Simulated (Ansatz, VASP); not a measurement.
## Sn3Se: VASP beside Ansatz

```
Sn Se
1.0
     4.64508    0.00000    0.00000
     0.00000    4.64508    0.00000
     0.00000    0.00000    4.64508
Sn Se
3 1
Direct
  0.50000 0.50000 0.00000
  0.50000 0.00000 0.50000
  0.00000 0.50000 0.50000
  0.00000 0.00000 0.00000
```

Alike in both runs: task single point; functional PBE; k mesh 6 × 6 × 6; occupations fermi-dirac, width 0.05 eV; no spin polarisation.

```csv
,VASP,Ansatz
version,VASP 6.6.1,Ansatz 0.2.0
potentials or method,"VASP PAW PBE potentials, release 64 (Sn_d, Se)",Ansatz PAW
plane-wave cutoff (eV),520,420
valence electrons in the cell,48,58
```

Ansatz gave:

| Quantity | Value |
| --- | --- |
| gap on the k mesh at the Fermi level (eV) | none |
| pressure (GPa) | 3.7 |

Which values does VASP return?

gap on the k mesh at the Fermi level (eV): none; pressure (GPa): 3.6.

A gap of «none» marks a metal or a gap that the smearing closes. VASP's potentials hold 48 valence electrons a cell and Ansatz's 58, so a difference there can come from the potentials and not from the codes.
